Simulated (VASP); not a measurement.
# Si (P6_3/mmc) in VASP: a series of runs

The runs below take Si through single point, with r2SCAN.

Program: VASP 6.6.1. These are calculated values, not measurements. Logs are shortened: lines on timing, memory, paths and dates and some standing lists are left out, and cuts for length are marked.

### Step 1. The cell of the first run

It takes space group P6_3/mmc (No. 194, hexagonal). Conventional cell: a = 3.755 Å, b = 3.755 Å, c = 6.386 Å, α = 90.00°, β = 90.00°, γ = 120.00°. Within 3.1 Å of Si (site symmetry 3m) lie 4 Si at 2.32 to 2.36 Å.

### Step 2. Single point, r2SCAN (epitaxial xy strain -2.0%)

Contents of POSCAR:

```
Si
1.0
    3.7554869723      0.0000000000      0.0000000000
   -1.8777434862      3.2523471216      0.0000000000
    0.0000000000      0.0000000000      6.3855283771
Si
4
Direct
    0.3333333333      0.6666666667      0.0023877817
    0.6666666667      0.3333333333      0.5023877817
    0.3333333333      0.6666666667      0.3726122183
    0.6666666667      0.3333333333      0.8726122183
```

Contents of INCAR.step1:

```
ALGO = Normal
EDIFF = 1E-4
ENCUT = 520
GGA = PE
ISMEAR = 0
LASPH = T
LCHARG = F
LREAL = F
LWAVE = T
NBANDS = 16
NELM = 80
PREC = Accurate
SIGMA = 0.01
```

Contents of INCAR.step2:

```
ALGO = Normal
EDIFF = 1E-7
ENCUT = 520
ISIF = 2
ISMEAR = 0
ISTART = 1
LASPH = T
LCHARG = F
LMIXTAU = T
LREAL = F
LWAVE = F
METAGGA = R2SCAN
NBANDS = 16
NELM = 80
PREC = Accurate
SIGMA = 0.01
```

Contents of KPOINTS:

```
k-points
0
Gamma
  12 12 4
```

Potentials or basis: VASP PAW PBE potentials, release 64 (Si).

On the command line:

```console
$ cat potpaw_PBE.64/Si/POTCAR > POTCAR
$ cp INCAR.step1 INCAR
$ mpirun -np 1 vasp_std > vasp.out
$ cp INCAR.step2 INCAR
$ mpirun -np 1 vasp_std > vasp.out
```

OUTCAR:

```text
EDIFF = 1E-7
   ENCUT = 520
   ISIF = 2
   ISMEAR = 0
   ISTART = 1
   LASPH = T
   LREAL = F
   METAGGA = R2SCAN
   NELM = 80
   PREC = Accurate

 ion  position               nearest neighbor table
   1  0.333  0.667  0.002-   4 2.32   4 2.32   4 2.32   3 2.36
   2  0.667  0.333  0.502-   3 2.32   3 2.32   3 2.32   4 2.36
   3  0.333  0.667  0.373-   2 2.32   2 2.32   2 2.32   1 2.36
   4  0.667  0.333  0.873-   1 2.32   1 2.32   1 2.32   2 2.36

  LATTYP: Found a hexagonal cell.
 ALAT       =     3.7554869723
 C/A-ratio  =     1.7003196720

  Lattice vectors:

 A1 = (   3.7554869723,   0.0000000000,   0.0000000000)
 A2 = (  -1.8777434862,   3.2523471216,   0.0000000000)
 A3 = (   0.0000000000,   0.0000000000,   6.3855283771)

Analysis of symmetry for initial positions (statically):
=====================================================================
 Subroutine PRICEL returns:
 Original cell was already a primitive cell.

 Routine SETGRP: Setting up the symmetry group for a
 hexagonal supercell.

 Subroutine GETGRP returns: Found 24 space group operations
 (whereof  6 operations were pure point group operations)
 out of a pool of 24 trial point group operations.

The static configuration has the point symmetry C_3v.
 The point group associated with its full space group is D_6h.

Analysis of symmetry for dynamics (positions and initial velocities):
=====================================================================
 Subroutine PRICEL returns:
 Original cell was already a primitive cell.

 Routine SETGRP: Setting up the symmetry group for a
 hexagonal supercell.

 Subroutine GETGRP returns: Found 24 space group operations
 (whereof  6 operations were pure point group operations)
 out of a pool of 24 trial point group operations.

The dynamic configuration has the point symmetry C_3v.
 The point group associated with its full space group is D_6h.

 Subroutine INISYM returns: Found 24 space group operations
 (whereof  6 operations are pure point group operations),
 and found     1 'primitive' translations

----------------------------------------------------------------------------------------

                                     Primitive cell

  volume of cell :      77.9938

  direct lattice vectors                    reciprocal lattice vectors
     3.755486972  0.000000000  0.000000000     0.266277052  0.153735128  0.000000000
    -1.877743486  3.252347122  0.000000000     0.000000000  0.307470255  0.000000000
     0.000000000  0.000000000  6.385528377     0.000000000  0.000000000  0.156604112

  length of vectors
     3.755486972  3.755486972  6.385528377     0.307470255  0.307470255  0.156604112

  position of ions in fractional coordinates (direct lattice)
     0.333333333  0.666666667  0.002387782
     0.666666667  0.333333333  0.502387782
     0.333333333  0.666666667  0.372612218
     0.666666667  0.333333333  0.872612218

  ion indices of the primitive-cell ions
   primitive index   ion index
                 1           1
                 2           2
                 3           3
                 4           4

----------------------------------------------------------------------------------------

 KPOINTS: k-points

Automatic generation of k-mesh.
 Grid dimensions read from file:
 generate k-points for:   12   12    4

 Generating k-lattice:

  Cartesian coordinates                     Fractional coordinates (reciprocal lattice)
     0.022189754  0.012811261  0.000000000     0.083333333 -0.000000000  0.000000000
     0.000000000  0.025622521  0.000000000     0.000000000  0.083333333  0.000000000
     0.000000000  0.000000000  0.039151028     0.000000000  0.000000000  0.250000000

  Length of vectors
     0.025622521  0.025622521  0.039151028

  Shift w.r.t. Gamma in fractional coordinates (k-lattice)
     0.000000000  0.000000000  0.000000000

 Subroutine IBZKPT returns following result:
 ===========================================

 Found     57 irreducible k-points:

 Following reciprocal coordinates:
            Coordinates               Weight
  0.000000  0.000000  0.000000      1.000000
  0.083333  0.000000  0.000000      6.000000
  0.166667  0.000000  0.000000      6.000000
  0.250000  0.000000  0.000000      6.000000
  0.333333  0.000000  0.000000      6.000000
  0.416667  0.000000  0.000000      6.000000
[... 16 lines left out ...]
  0.250000  0.000000  0.250000     12.000000
  0.333333  0.000000  0.250000     12.000000
 [... further k-points ...]
   k-points           NKPTS =     57   k-points in BZ     NKDIM =     57   number of bands    NBANDS=     16
   number of dos      NEDOS =    301   number of ions     NIONS =      4
   total plane-waves  NPLWV =  37632
   dimension x,y,z NGX =    28 NGY =   28 NGZ =   48
   dimension x,y,z NGXF=    56 NGYF=   56 NGZF=   96
   ions per type =               4
   NGX,Y,Z   is equivalent  to a cutoff of  12.39, 12.39, 12.50 a.u.
   NGXF,Y,Z  is equivalent  to a cutoff of  24.79, 24.79, 24.99 a.u.
 SYSTEM =  unknown system
   PREC   = accura    normal or accurate (medium, high low for compatibility)
   ISTART =      1    job   : 0-new  1-cont  2-samecut
   ICHARG =      0    charge: 1-file 2-atom 10-const
   ISPIN  =      1    spin polarized calculation?
   LNONCOLLINEAR =      F non collinear calculations
   LSORBIT =      F    spin-orbit coupling
   LASPH  =      T    aspherical Exc in radial PAW
   ENCUT  =  520.0 eV  38.22 Ry    6.18 a.u.   6.98  6.98 11.87*2*pi/ulx,y,z
   NELM   =     80;   NELMIN=  2; NELMDL=  0     # of ELM steps
   EDIFF  = 0.1E-06   stopping-criterion for ELM
   LREAL  =      F    real-space projection
   EDIFFG = 0.1E-05   stopping-criterion for IOM
   NSW    =      0    number of steps for IOM
   IBRION =     -1    ionic relax: 0-MD 1-quasi-New 2-CG
   NFREE  =      0    steps in history (QN), initial steepest desc. (CG)
   ISIF   =      2    stress and relaxation
   ISYM   =      2    0-nonsym 1-usesym 2-fastsym
   POTIM  = 0.5000    time-step for ionic-motion
   TEBEG  =    0.0;   TEEND  =   0.0 temperature during run
   PSTRESS=    0.0 pullay stress
   NELECT =      16.0000    total number of electrons
   NUPDOWN=      -1.0000    fix difference up-down
   EMIN   =  10.00;   EMAX   =-10.00  energy-range for DOS
   EFERMI =   0.00;   METHOD = LEGACY
   ISMEAR =     0;   SIGMA  =   0.01  broadening in eV -4-tet -1-fermi 0-gaus
   EFERMI_NEDOS =   21; number of points for ismear=-14 and -15
   IALGO  =     38    algorithm
   IMIX   =      4    mixing-type and parameters
     AMIX     =   0.40;   BMIX     =  1.00
     AMIX_MAG =   1.60;   BMIX_MAG =  1.00
  volume/ion in A,a.u.               =      19.50       131.58
  Fermi-wavevector in a.u.,A,eV,Ry     =   0.965520  1.824569 12.683757  0.932230
  Thomas-Fermi vector in A             =   2.095244
   LORBIT       =      0    0 simple, 1 ext, 2 COOP (PROOUT), +10 PAW based schemes
   METAGGA = R2SCAN    functional components
   LHFCALC =     F    Hartree Fock is set to
   AEXX    =    0.0000 exact exchange contribution
   IVDW    =     0    specifies the selected vdW correction
   LEPSILON=     F    determine dielectric tensor
   LRPA    =     F    only Hartree local field effects (RPA)
 non-spin polarized calculation
 Gauss-broadening in eV      SIGMA  =   0.01
  energy-cutoff  :      520.00
  volume of cell :       77.99
 maximum number of plane-waves:      2118
 NGX is ok and might be reduce to    28
   NGX = 13   NGY = 13   NGZ = 23

 number of electron      16.0000000 magnetization

 Free energy of the ion-electron system (eV)
  ---------------------------------------------------
  ext. energy  EPLUGINS =         0.00000000
  ---------------------------------------------------
  free energy    TOTEN  =       -35.00297715 eV

  energy without entropy =      -35.00297715  energy(sigma->0) =      -35.00297715

 E-fermi :   6.4618     XC(G=0):  -9.9603

 val. band max:        6.3775666313   @ k =   0.0000   0.0000   0.0000
 cond. band min:       7.0028283075   @ k =   0.5000   0.0000   0.0000
 fundamental gap:      0.6252616762
 Fermi energy:         6.4617881736

 k-point     1 :       0.0000    0.0000    0.0000
  band No.  band energies     occupation
      1      -6.7178      2.00000
      2      -4.3867      2.00000
      3      -1.4643      2.00000
      4       4.8300      2.00000
      5       4.8300      2.00000
      6       5.7046      2.00000
[... 8 lines left out ...]
     15      10.9365      0.00000
     16      12.6605      0.00000

 k-point     2 :       0.0833    0.0000    0.0000
  band No.  band energies     occupation
      1      -6.6283      2.00000
      2      -4.2953      2.00000
      3      -1.4099      2.00000
      4       4.1211      2.00000
      5       4.6366      2.00000
      6       5.6034      2.00000
[... 8 lines left out ...]
     15      11.5959      0.00000
     16      12.1071      0.00000

 k-point     3 :       0.1667    0.0000    0.0000
  band No.  band energies     occupation
      1      -6.3619      2.00000
      2      -4.0228      2.00000
      3      -1.2717      2.00000
      4       2.8258      2.00000
      5       4.2114      2.00000
      6       4.4423      2.00000
[... 8 lines left out ...]
     15      12.0890      0.00000
     16      12.4029      0.00000

 k-point     4 :       0.2500    0.0000    0.0000
  band No.  band energies     occupation
      1      -5.9267      2.00000
      2      -3.5758      2.00000
      3      -1.1675      2.00000
      4       1.6361      2.00000
      5       3.0168      2.00000
      6       3.7668      2.00000
[... 8 lines left out ...]
     15      12.9002      0.00000
     16      13.3715      0.00000

 k-point     5 :       0.3333    0.0000    0.0000
  band No.  band energies     occupation
      1      -5.3437      2.00000
      2      -2.9719      2.00000
      3      -1.4276      2.00000
      4       1.0182      2.00000
      5       1.6596      2.00000
      6       3.4095      2.00000
[... 8 lines left out ...]
     15      14.1481      0.00000
     16      14.1784      0.00000

 k-point     6 :       0.4167    0.0000    0.0000
  band No.  band energies     occupation
      1      -4.6823      2.00000
      2      -2.2741      2.00000
      3      -2.1379      2.00000
      4       0.4940      2.00000
      5       1.0918      2.00000
      6       3.1835      2.00000
[... 8 lines left out ...]
     15      13.1083      0.00000
     16      15.0502      0.00000
[... 267 lines left out ...]
 k-point    21 :       0.0833    0.0000    0.2500
  band No.  band energies     occupation
      1      -6.4208      2.00000
      2      -4.9198      2.00000
      3      -0.3945      2.00000
      4       3.9733      2.00000
      5       4.3003      2.00000
      6       4.7986      2.00000
[... 8 lines left out ...]
     15      11.7626      0.00000
     16      12.9512      0.00000

 k-point    22 :       0.1667    0.0000    0.2500
  band No.  band energies     occupation
      1      -6.1550      2.00000
      2      -4.6544      2.00000
      3      -0.2778      2.00000
      4       3.0305      2.00000
      5       3.5250      2.00000
      6       4.3770      2.00000
[... 8 lines left out ...]
     15      12.1228      0.00000
     16      12.9497      0.00000

 k-point    23 :       0.2500    0.0000    0.2500
  band No.  band energies     occupation
      1      -5.7211      2.00000
      2      -4.2229      2.00000
      3      -0.2748      2.00000
      4       1.9494      2.00000
      5       2.3576      2.00000
      6       3.9349      2.00000
[... 8 lines left out ...]
     15      12.7901      0.00000
     16      13.3133      0.00000

 k-point    24 :       0.3333    0.0000    0.2500
  band No.  band energies     occupation
      1      -5.1408      2.00000
      2      -3.6547      2.00000
      3      -0.7890      2.00000
      4       1.0570      2.00000
      5       1.6258      2.00000
      6       3.5791      2.00000
[... 8 lines left out ...]
     15      13.9205      0.00000
     16      14.4742      0.00000

 [... further k-points ...]

------------------------ aborting loop because EDIFF is reached ----------------------------------------

  FORCE on cell =-STRESS in cart. coord.  units (eV):
  Direction    XX          YY          ZZ          XY          YZ          ZX
  --------------------------------------------------------------------------------------
  -------------------------------------------------------------------------------------
  Total        2.3804152      2.3804152     -0.1543267     -0.0000000      0.0000000      0.0000000
  in kB       48.8993744     48.8993744     -3.1702358     -0.0000000      0.0000000      0.0000000
  external PRESSURE =      31.5428377 kB  Pullay stress =       0.0000000 kB

 VOLUME and BASIS-vectors are now :
 -----------------------------------------------------------------------------
  energy-cutoff  :      520.00
  volume of cell :       77.99
      direct lattice vectors                 reciprocal lattice vectors
     3.755486972  0.000000000  0.000000000     0.266277052  0.153735128  0.000000000
    -1.877743486  3.252347122  0.000000000     0.000000000  0.307470255  0.000000000
     0.000000000  0.000000000  6.385528377     0.000000000  0.000000000  0.156604112

 POSITION                                       TOTAL-FORCE (eV/Angst)
 -----------------------------------------------------------------------------------
     -0.00000      2.16823      0.01525         0.000000      0.000000     -0.004978
      1.87774      1.08412      3.20801        -0.000000     -0.000000     -0.004978
     -0.00000      2.16823      2.37933        -0.000000      0.000000      0.004978
      1.87774      1.08412      5.57209         0.000000     -0.000000      0.004978
 -----------------------------------------------------------------------------------
    total drift:                               -0.000000      0.000000     -0.000000

  FREE ENERGIE OF THE ION-ELECTRON SYSTEM (eV)
  ---------------------------------------------------
  free  energy   TOTEN  =       -35.0029771540 eV

  energy  without entropy=      -35.0029771540  energy(sigma->0) =      -35.00297715
```

Wall time 2.8 min (1 thread of Intel Xeon Platinum 8488C (Sapphire Rapids), shared host); peak memory 0.21 GiB.

Results:

```yaml
Free_energy: -35.0030 eV
Pressure: 3.2 GPa
Largest_force: 0.005 eV/Å
Band_gap_on_the_k_mesh: 0.63 eV, indirect (least direct gap 1.74 eV)
```

Forces in eV/Å, atoms in the order of the input:
```
Si   0.000  0.000 -0.005
Si   0.000  0.000 -0.005
Si   0.000  0.000  0.005
Si   0.000  0.000  0.005
```

Stress tensor (GPa, compression positive):
```
 4.89  0.00  0.00
 0.00  4.89  0.00
 0.00  0.00 -0.32
```

Caveat: the cell differs from its parent crystal (epitaxial xy strain -2.0%); the PAW data sets were made with another functional, which shifts forces and pressure a little.

### Step 3. Single point, r2SCAN

This run uses another cell than the first one, of 20.16 Å³/atom, 1.034 times its volume.

Contents of POSCAR:

```
Si
1.0
    3.8321295636      0.0000000000      0.0000000000
   -1.9160647818      3.3187215526      0.0000000000
    0.0000000000      0.0000000000      6.3412168395
Si
4
Direct
    0.3333333333      0.6666666667      0.0005609406
    0.6666666667      0.3333333333      0.5005609406
    0.3333333333      0.6666666667      0.3744390594
    0.6666666667      0.3333333333      0.8744390594
```

Contents of INCAR.step1:

```
  PREC = Accurate
  ENCUT = 520
  ISMEAR = 0
  SIGMA = 0.01
  LREAL = False
  LASPH = True
  NELM = 100
  NBANDS = 16
  GGA = PE
  ALGO = Normal
  EDIFF = 1E-4
  LWAVE = True
  LCHARG = False
```

Contents of INCAR.step2:

```
  PREC = Accurate
  ENCUT = 520
  EDIFF = 1E-7
  ISMEAR = 0
  SIGMA = 0.01
  LREAL = False
  LASPH = True
  NELM = 100
  ALGO = Normal
  ISIF = 2
  LWAVE = False
  LCHARG = True
  METAGGA = R2SCAN
  LMIXTAU = True
  LELF = True
  LVHAR = True
  NBANDS = 16
  ISTART = 1
```

Contents of KPOINTS:

```
regular mesh
0
Gamma
  12 12 4
```

Potentials or basis: VASP PAW PBE potentials, release 64 (Si).

On the command line:

```console
$ cat potpaw_PBE.64/Si/POTCAR > POTCAR
$ cp INCAR.step1 INCAR
$ mpirun -np 1 vasp_std > vasp.out
$ cp INCAR.step2 INCAR
$ mpirun -np 1 vasp_std > vasp.out
```

Run time: 2.9 min. Hardware: 1 thread of Intel Xeon Platinum 8488C (Sapphire Rapids), shared host; peak memory 0.22 GiB.

Results (log left out):

```
Free energy            : -35.0496 eV
Pressure               : -0.2 GPa
Band gap on the k mesh : 0.62 eV, indirect (least direct gap 1.38 eV)
```

Levels at points of the mesh, in eV from the valence-band top:
| k point | band 5 | band 6 | band 7 | band 8 | band 9 | band 10 | band 11 | band 12 |
| --- | --- | --- | --- | --- | --- | --- | --- | --- |
| (0.00, 0.00, 0.00) | -1.60 | -0.38 | 0.00 | 0.00 | 1.38 | 2.17 | 2.17 | 2.55 |
| (0.50, 0.00, 0.00) | -4.86 | -3.22 | -3.10 | -1.53 | 0.62 | 2.65 | 3.24 | 3.35 |
| (0.00, 0.00, 0.50) | -0.98 | -0.98 | -0.98 | -0.98 | 2.15 | 2.15 | 3.21 | 3.21 |
| (0.50, 0.00, 0.50) | -2.58 | -2.58 | -2.55 | -2.55 | 1.15 | 1.15 | 1.90 | 1.90 |

Caveat: the PAW data sets were made with another functional, which shifts forces and pressure a little.
